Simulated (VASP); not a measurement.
# Be2Sb in VASP: a series of runs

Be2Sb is run at these levels: PBE; tasks: single point.

All numbers are computed with VASP 6.6.1; they aren't measurements. Logs are shortened: lines on timing, memory, paths and dates and some standing lists are left out, and cuts for length are marked.

**1. The cell of the first run**

The structure is orthorhombic, space group Immm (No. 71). Conventional cell: a = 4.545 Å, b = 4.585 Å, c = 4.747 Å, α = 90.00°, β = 90.00°, γ = 90.00°. Within 3.0 Å of Be (site symmetry m2m) lie 2 Be at 2.23 to 2.35 Å and 4 Sb at 2.56 to 2.62 Å. Within 3.4 Å of Sb (site symmetry mmm) lie 8 Be at 2.56 to 2.62 Å.

**2. Single point, PBE**

INCAR reads:

```
SYSTEM = Be2Sb
PREC = Accurate
ENCUT = 520
EDIFF = 1E-6
ISMEAR = 0
SIGMA = 0.1
LREAL = .False.
LASPH = .True.
NELM = 100
ALGO = Normal
ISIF = 2
LWAVE = .False.
LCHARG = .False.
GGA = PE
NBANDS = 18
```

KPOINTS reads:

```
regular mesh
0
Gamma
  4 4 6
  0 0 0
```

POSCAR reads:

```
Be2Sb
1.0
    4.5854121227      0.0000000000      0.0000000000
    0.0000000000      4.5448041997      0.0000000000
    0.0000000000      0.0000000000      4.7469349156
Be Sb
4 2
Direct
    0.2565433121      0.4999860391      0.0000000000
    0.7434566879      0.5000139609      0.0000000000
    0.7565433121      0.0000139609      0.5000000000
    0.2434566879      0.9999860391      0.5000000000
    0.0000000000      0.0000000000      0.0000000000
    0.5000000000      0.5000000000      0.5000000000
```

Potentials or basis: VASP PAW PBE potentials, release 64 (Be, Sb).

On the command line:

```bash
> cat potpaw_PBE.64/Be/POTCAR potpaw_PBE.64/Sb/POTCAR > POTCAR
> mpirun -np 1 vasp_std > vasp.out
```

OUTCAR:

```text
SYSTEM = Be2Sb
   PREC = Accurate
   ENCUT = 520
   EDIFF = 1E-6
   ISMEAR = 0
   LREAL = .False.
   LASPH = .True.
   NELM = 100
   ISIF = 2
   GGA = PE

 ion  position               nearest neighbor table
   1  0.257  0.500  0.000-   2 2.23   2 2.35   5 2.56   5 2.56   6 2.62   6 2.62
   2  0.743  0.500  0.000-   1 2.23   1 2.35   5 2.56   5 2.56   6 2.62   6 2.62
   3  0.757  0.000  0.500-   4 2.23   4 2.35   6 2.56   6 2.56   5 2.62   5 2.62
   4  0.243  1.000  0.500-   3 2.23   3 2.35   6 2.56   6 2.56   5 2.62   5 2.62
   5  0.000  0.000  0.000-   1 2.56   2 2.56   2 2.56   1 2.56   4 2.62   3 2.62   4 2.62   3 2.62

   6  0.500  0.500  0.500-   3 2.56   4 2.56   3 2.56   4 2.56   2 2.62   1 2.62   2 2.62   1 2.62

  LATTYP: Found a simple orthorhombic cell.
 ALAT       =     4.5448041997
 B/A-ratio  =     1.0089350214
 C/A-ratio  =     1.0444751208

  Lattice vectors:

 A1 = (   0.0000000000,  -4.5448041997,   0.0000000000)
 A2 = (   4.5854121227,   0.0000000000,   0.0000000000)
 A3 = (   0.0000000000,   0.0000000000,   4.7469349156)

Analysis of symmetry for initial positions (statically):
=====================================================================
 Subroutine PRICEL returns:
 Original cell was already a primitive cell.

 Routine SETGRP: Setting up the symmetry group for a
 simple orthorhombic supercell.

 Subroutine GETGRP returns: Found  8 space group operations
 (whereof  4 operations were pure point group operations)
 out of a pool of  8 trial point group operations.

The static configuration has the point symmetry C_2h.
 The point group associated with its full space group is D_2h.

Analysis of symmetry for dynamics (positions and initial velocities):
=====================================================================
 Subroutine PRICEL returns:
 Original cell was already a primitive cell.

 Routine SETGRP: Setting up the symmetry group for a
 simple orthorhombic supercell.

 Subroutine GETGRP returns: Found  8 space group operations
 (whereof  4 operations were pure point group operations)
 out of a pool of  8 trial point group operations.

The dynamic configuration has the point symmetry C_2h.
 The point group associated with its full space group is D_2h.

 Subroutine INISYM returns: Found  8 space group operations
 (whereof  4 operations are pure point group operations),
 and found     1 'primitive' translations

----------------------------------------------------------------------------------------

                                     Primitive cell

  volume of cell :      98.9252

  direct lattice vectors                    reciprocal lattice vectors
     4.585412123  0.000000000  0.000000000     0.218082906  0.000000000  0.000000000
     0.000000000  4.544804200  0.000000000     0.000000000  0.220031481  0.000000000
     0.000000000  0.000000000  4.746934916     0.000000000  0.000000000  0.210662252

  length of vectors
     4.585412123  4.544804200  4.746934916     0.218082906  0.220031481  0.210662252

  position of ions in fractional coordinates (direct lattice)
     0.256543312  0.499986039  0.000000000
     0.743456688  0.500013961  0.000000000
     0.756543312  0.000013961  0.500000000
     0.243456688  0.999986039  0.500000000
     0.000000000  0.000000000  0.000000000
     0.500000000  0.500000000  0.500000000

  ion indices of the primitive-cell ions
   primitive index   ion index
                 1           1
                 2           2
                 3           3
                 4           4
                 5           5
                 6           6

----------------------------------------------------------------------------------------

 KPOINTS: regular mesh

Automatic generation of k-mesh.
 Grid dimensions read from file:
 generate k-points for:    4    4    6

 Generating k-lattice:

  Cartesian coordinates                     Fractional coordinates (reciprocal lattice)
     0.054520726  0.000000000  0.000000000     0.250000000  0.000000000  0.000000000
     0.000000000  0.055007870  0.000000000     0.000000000  0.250000000  0.000000000
     0.000000000  0.000000000  0.035110375     0.000000000  0.000000000  0.166666667

  Length of vectors
     0.054520726  0.055007870  0.035110375

  Shift w.r.t. Gamma in fractional coordinates (k-lattice)
     0.000000000  0.000000000  0.000000000

 Subroutine IBZKPT returns following result:
 ===========================================

 Found     36 irreducible k-points:

 Following reciprocal coordinates:
            Coordinates               Weight
  0.000000  0.000000  0.000000      1.000000
  0.250000  0.000000  0.000000      2.000000
  0.500000  0.000000  0.000000      1.000000
  0.000000  0.250000  0.000000      2.000000
  0.250000  0.250000  0.000000      4.000000
  0.500000  0.250000  0.000000      2.000000
[... 16 lines left out ...]
  0.250000  0.250000  0.333333      8.000000
  0.500000  0.250000  0.333333      4.000000
 [... further k-points ...]
   k-points           NKPTS =     36   k-points in BZ     NKDIM =     36   number of bands    NBANDS=     18
   number of dos      NEDOS =    301   number of ions     NIONS =      6
   total plane-waves  NPLWV =  46656
   dimension x,y,z NGX =    36 NGY =   36 NGZ =   36
   dimension x,y,z NGXF=    72 NGYF=   72 NGZF=   72
   ions per type =               4   2
   NGX,Y,Z   is equivalent  to a cutoff of  13.05, 13.17, 12.61 a.u.
   NGXF,Y,Z  is equivalent  to a cutoff of  26.10, 26.34, 25.22 a.u.
 SYSTEM =  Be2Sb
   PREC   = accura    normal or accurate (medium, high low for compatibility)
   ISTART =      0    job   : 0-new  1-cont  2-samecut
   ICHARG =      2    charge: 1-file 2-atom 10-const
   ISPIN  =      1    spin polarized calculation?
   LNONCOLLINEAR =      F non collinear calculations
   LSORBIT =      F    spin-orbit coupling
   LASPH  =      T    aspherical Exc in radial PAW
   ENCUT  =  520.0 eV  38.22 Ry    6.18 a.u.   8.53  8.45  8.83*2*pi/ulx,y,z
   NELM   =    100;   NELMIN=  2; NELMDL= -5     # of ELM steps
   EDIFF  = 0.1E-05   stopping-criterion for ELM
   LREAL  =      F    real-space projection
   EDIFFG = 0.1E-04   stopping-criterion for IOM
   NSW    =      0    number of steps for IOM
   IBRION =     -1    ionic relax: 0-MD 1-quasi-New 2-CG
   NFREE  =      0    steps in history (QN), initial steepest desc. (CG)
   ISIF   =      2    stress and relaxation
   ISYM   =      2    0-nonsym 1-usesym 2-fastsym
   POTIM  = 0.5000    time-step for ionic-motion
   TEBEG  =    0.0;   TEEND  =   0.0 temperature during run
   PSTRESS=    0.0 pullay stress
   NELECT =      18.0000    total number of electrons
   NUPDOWN=      -1.0000    fix difference up-down
   EMIN   =  10.00;   EMAX   =-10.00  energy-range for DOS
   EFERMI =   0.00;   METHOD = LEGACY
   ISMEAR =     0;   SIGMA  =   0.10  broadening in eV -4-tet -1-fermi 0-gaus
   EFERMI_NEDOS =   21; number of points for ismear=-14 and -15
   IALGO  =     38    algorithm
   IMIX   =      4    mixing-type and parameters
     AMIX     =   0.40;   BMIX     =  1.00
     AMIX_MAG =   1.60;   BMIX_MAG =  1.00
  volume/ion in A,a.u.               =      16.49       111.26
  Fermi-wavevector in a.u.,A,eV,Ry     =   0.927677  1.753055 11.708961  0.860584
  Thomas-Fermi vector in A             =   2.053772
   LORBIT       =      0    0 simple, 1 ext, 2 COOP (PROOUT), +10 PAW based schemes
   GGA     = PE    functional components
   LHFCALC =     F    Hartree Fock is set to
   AEXX    =    0.0000 exact exchange contribution
   IVDW    =     0    specifies the selected vdW correction
   LEPSILON=     F    determine dielectric tensor
   LRPA    =     F    only Hartree local field effects (RPA)
 non-spin polarized calculation
 Gauss-broadening in eV      SIGMA  =   0.10
  energy-cutoff  :      520.00
  volume of cell :       98.93
 maximum number of plane-waves:      2692
 NGX is ok and might be reduce to    36
   NGX = 17   NGY = 17   NGZ = 17

 number of electron      18.0000000 magnetization

 Free energy of the ion-electron system (eV)
  ---------------------------------------------------
  ext. energy  EPLUGINS =         0.00000000
  ---------------------------------------------------
  free energy    TOTEN  =       -20.41801110 eV

  energy without entropy =      -20.40224533  energy(sigma->0) =      -20.41012822

 E-fermi :   6.4379     XC(G=0):  -9.7307

 val. band max:        6.4253011375   @ k =   0.5000   0.2500   0.0000
 cond. band min:       6.4707085440   @ k =   0.0000   0.0000   0.1667
 fundamental gap:      0.0454074065
 Fermi energy:         6.4379170527

 k-point     1 :       0.0000    0.0000    0.0000
  band No.  band energies     occupation
      1      -5.4476      2.00000
      2      -2.3446      2.00000
      3       1.4081      2.00000
      4       1.6722      2.00000
      5       2.6856      2.00000
      6       3.7318      2.00000
[... 10 lines left out ...]
     17      11.5154      0.00000
     18      11.9634      0.00000

 k-point     2 :       0.2500    0.0000    0.0000
  band No.  band energies     occupation
      1      -5.1085      2.00000
      2      -2.9584      2.00000
      3       1.8217      2.00000
      4       2.0809      2.00000
      5       2.5766      2.00000
      6       4.0386      2.00000
[... 10 lines left out ...]
     17      12.3524      0.00000
     18      12.6546      0.00000

 k-point     3 :       0.5000    0.0000    0.0000
  band No.  band energies     occupation
      1      -4.1654      2.00000
      2      -4.1654      2.00000
      3       3.0057      2.00000
      4       3.0057      2.00000
      5       3.2340      2.00000
      6       3.2340      2.00000
[... 10 lines left out ...]
     17      13.5169      0.00000
     18      13.5169      0.00000

 k-point     4 :       0.0000    0.2500    0.0000
  band No.  band energies     occupation
      1      -5.0819      2.00000
      2      -2.8221      2.00000
      3       0.9640      2.00000
      4       1.8221      2.00000
      5       3.0394      2.00000
      6       3.4358      2.00000
[... 375 lines left out ...]
      4       1.4522      2.00000
      5       2.6121      2.00000
      6       3.5581      2.00000
[... 10 lines left out ...]
     17      12.5275      0.00000
     18      12.9306      0.00000

 k-point    23 :       0.2500    0.2500    0.3333
  band No.  band energies     occupation
      1      -4.2523      2.00000
      2      -3.2702      2.00000
      3       0.3691      2.00000
      4       1.3354      2.00000
      5       1.3359      2.00000
      6       2.8062      2.00000
[... 10 lines left out ...]
     17      12.0608      0.00000
     18      13.1618      0.00000

 k-point    24 :       0.5000    0.2500    0.3333
  band No.  band energies     occupation
      1      -3.6212      2.00000
      2      -3.6212      2.00000
      3       0.6703      2.00000
      4       0.6703      2.00000
      5       1.6277      2.00000
      6       1.6277      2.00000
[... 10 lines left out ...]
     17      13.5582      0.00000
     18      13.5582      0.00000

 [... further k-points ...]
[... 5 lines left out ...]
  --------------------------------------------------------------------------------------
  -------------------------------------------------------------------------------------
  Total        0.1113021      0.1899159      0.4588979      0.0000000      0.0000000      0.0000000
  in kB        1.8026316      3.0758491      7.4322411      0.0000000      0.0000000      0.0000000
  external PRESSURE =       4.1035739 kB  Pullay stress =       0.0000000 kB

 VOLUME and BASIS-vectors are now :
 -----------------------------------------------------------------------------
  energy-cutoff  :      520.00
  volume of cell :       98.93
      direct lattice vectors                 reciprocal lattice vectors
     4.585412123  0.000000000  0.000000000     0.218082906  0.000000000  0.000000000
     0.000000000  4.544804200  0.000000000     0.000000000  0.220031481  0.000000000
     0.000000000  0.000000000  4.746934916     0.000000000  0.000000000  0.210662252

 POSITION                                       TOTAL-FORCE (eV/Angst)
 -----------------------------------------------------------------------------------
      1.17636      2.27234      0.00000        -0.012639      0.000209      0.000000
      3.40906      2.27247      0.00000         0.012639     -0.000209      0.000000
      3.46906      0.00006      2.37347        -0.012639     -0.000209      0.000000
      1.11635      4.54474      2.37347         0.012639      0.000209      0.000000
      0.00000      0.00000      0.00000         0.000000      0.000000      0.000000
      2.29271      2.27240      2.37347         0.000000      0.000000      0.000000
 -----------------------------------------------------------------------------------
    total drift:                               -0.000000      0.000000      0.000000

  FREE ENERGIE OF THE ION-ELECTRON SYSTEM (eV)
  ---------------------------------------------------
  free  energy   TOTEN  =       -20.4180110987 eV

  energy  without entropy=      -20.4022453328  energy(sigma->0) =      -20.41012822
```

Run time: 60 s. Hardware: 1 thread of AMD EPYC 7R43 (Zen 3), shared host; peak memory 0.2 GiB.

Results:

```
Free energy            : -20.4180 eV
Pressure               : 0.4 GPa
Largest force          : 0.013 eV/Å
Band gap on the k mesh : zero (band 9 reaches 10.83 eV, above the bottom of band 10 at 4.75 eV)
```

Forces on the atoms (eV/Å):
```
Be  -0.013  0.000  0.000
Be   0.013  0.000  0.000
Be  -0.013  0.000  0.000
Be   0.013  0.000  0.000
Sb   0.000  0.000  0.000
Sb   0.000  0.000  0.000
```

Caveat: spin-orbit coupling is left out, which moves the levels of the heavy elements.

(Part 1 of 2 ends here.)
